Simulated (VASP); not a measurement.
Here is a VASP 6.6.1 calculation.

Contents of INCAR:

```
  ALGO = Fast
  EDIFF = 1E-6
  ENCUT = 520
  GGA = PS
  ISIF = 2
  ISMEAR = 0
  LASPH = True
  LCHARG = True
  LELF = True
  LREAL = False
  LVHAR = True
  LWAVE = False
  NBANDS = 14
  NELM = 60
  PREC = Accurate
  SIGMA = 0.1
```

The input KPOINTS:

```
k-points
0
Gamma
  18 18 14
```

The input POSCAR:

```
TiAl
1.0
    2.6688773987      0.0000000000      0.0000000000
    0.0000000000      2.6688773987      0.0000000000
    0.0000000000      0.0000000000      4.2298959824
Ti Al
1 1
Direct
    0.5000000000      0.5000000000      0.5000000000
    0.0000000000      0.0000000000      0.0000000000
```

Potentials or basis: VASP PAW PBE potentials, release 64 (Ti_sv, Al).

Launch:

```bash
$ cat potpaw_PBE.64/Ti_sv/POTCAR potpaw_PBE.64/Al/POTCAR > POTCAR
$ mpirun -np 1 vasp_std > vasp.out
```

Task: Estimate the pressure.

Result: 6.1 GPa.

Task: Predict the band gap on the k mesh.

Result: Zero (an odd number of electrons rules out a gap without spin polarisation).

Stress tensor (GPa, compression positive):
```
9.06 0.00 0.00
0.00 9.06 0.00
0.00 0.00 0.05
```

Caveat: the cell differs from its parent crystal (biaxial strain in the a-b plane: -4.5 %, then relaxed in part); the cell stands under pressure; the PAW data sets were made with another functional, which shifts forces and pressure a little.
